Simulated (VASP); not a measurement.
Write the native input for VASP 6.6.1 that does the following.

```yaml
Task: relaxation of cell and atoms
Functional: PBE
Potentials_or_basis: VASP PAW PBE potentials, release 64 (Ba_sv, Li_sv, S)
Cutoff: 600 eV
k_mesh: 4 × 2 × 2
Occupations: gaussian, width 0.1 eV
Spin: no spin polarisation
Dipole_correction: no
Further_INCAR_settings: ALGO = Normal; EDIFF = 1e-06; IBRION = 2; EDIFFG = -0.025; NSW = 80; ISIF = 3
```

The structure of BaLi2S2 lies in POSCAR:

```
BaLi2S2
1.0
   -4.3608355981      0.0271180844      0.0755909302
    0.1254854578      0.0093048003     -7.1333881820
    0.0469699000     -7.4419841265      0.0097083176
Ba Li S
2 4 4
Direct
    0.4678097515     -0.0184681363      0.5084896321
    1.0683493926      1.0361486048     -0.0032914583
    0.4763901059      0.3635547094      0.8515137056
    0.9834278108      0.4217221746      0.3007559075
    1.0303679414      0.6180325627      0.6623314411
    0.5286243106      0.6064080349      0.1689193771
    0.5010671119      0.7006912088      0.8443128028
    1.0127130000      0.7485228849      0.3508742758
    0.9630986344      0.2861024375      0.6452703962
    0.4681519409      0.2372855187      0.1708239201
```

These files were run (other wordings do the same):

INCAR

```
ALGO = Normal ; EDIFF = 1E-6
EDIFFG = -0.025 ; ENCUT = 600
GGA = PE ; IBRION = 2
ISIF = 3 ; ISMEAR = 0
LASPH = T ; LCHARG = F
LREAL = F ; LWAVE = F
NELM = 100 ; NSW = 80
PREC = Accurate ; SIGMA = 0.1
```

KPOINTS

```
k-points
0
Gamma
  4 2 2
```

Potentials or basis: VASP PAW PBE potentials, release 64 (Ba_sv, Li_sv, S).

Launch:

```console
$ cat potpaw_PBE.64/Ba_sv/POTCAR potpaw_PBE.64/Li_sv/POTCAR potpaw_PBE.64/S/POTCAR > POTCAR
$ mpirun -np 1 vasp_std > vasp.out
```

It gave:

| Property | Result |
| --- | --- |
| Relaxed volume | 23.05 Å³/atom |
| Relaxed cell | a = 4.314 Å, b = 7.154 Å, c = 7.470 Å, α = 90.05°, β = 90.01°, γ = 89.97° |
| Space group after relaxing (to 0.1 Å) | P-3m1 (No. 164) |
| Energy gained by relaxing | 175.1 meV/atom |
| Ionic steps | 16 |
| Pressure after relaxing | 0.0 GPa |
| Largest force after relaxing | 0.023 eV/Å |
| Band gap on the k mesh | 2.72 eV |

Caveat: the k points lie up to 0.44 Å⁻¹ apart in the final cell; the cutoff is under 1.25 times the usual one of these potentials, so pressure, stress and relaxed cells hold a basis-set (Pulay) error; spin-orbit coupling is left out, which moves the levels of the heavy elements.

Run time: 10 min on 1 thread of AMD EPYC 9R45 96-Core Processor (Zen 5), with other jobs on the host, peak memory 0.4 GiB.
